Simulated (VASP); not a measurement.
Here is a VASP 6.6.1 calculation.

File INCAR:

```
ALGO = Normal ; EDIFF = 1E-6
ENCUT = 520 ; GGA = PE
ISIF = 2 ; ISMEAR = 0
LASPH = T ; LCHARG = T
LELF = T ; LREAL = F
LVHAR = T ; LWAVE = F
NBANDS = 22 ; NELM = 100
PREC = Accurate ; SIGMA = 0.1
```

KPOINTS

```
k-points
0
Gamma
  6 6 4
```

File POSCAR:

```
ZnC4
1.0
    4.1826389653      0.0000000000      0.0000000000
   -2.0913194827      3.6222715988      0.0000000000
    0.0000000000      0.0000000000      4.0784732044
Zn C
1 4
Direct
    0.0000000000      0.0000000000      0.0000000000
    0.5000000000      0.0000000000      0.0000000000
    0.0000000000      0.5000000000      0.0000000000
    0.5000000000      0.5000000000      0.0000000000
    0.0000000000      0.0000000000      0.5000000000
```

Potentials or basis: VASP PAW PBE potentials, release 64 (Zn, C).

Launch:

```bash
$ cat potpaw_PBE.64/Zn/POTCAR potpaw_PBE.64/C/POTCAR > POTCAR
$ mpirun -np 1 vasp_std > vasp.out
```

(1) Estimate the band gap on the k mesh.

(2) What does it give for the pressure?

## Answers

(1) zero (bands 14 and 15 overlap by 1.40 eV).

(2) 0.5 GPa.

Caveat: the k points lie up to 0.39 Å⁻¹ apart, too coarse for converged energies and pressures of a metal.
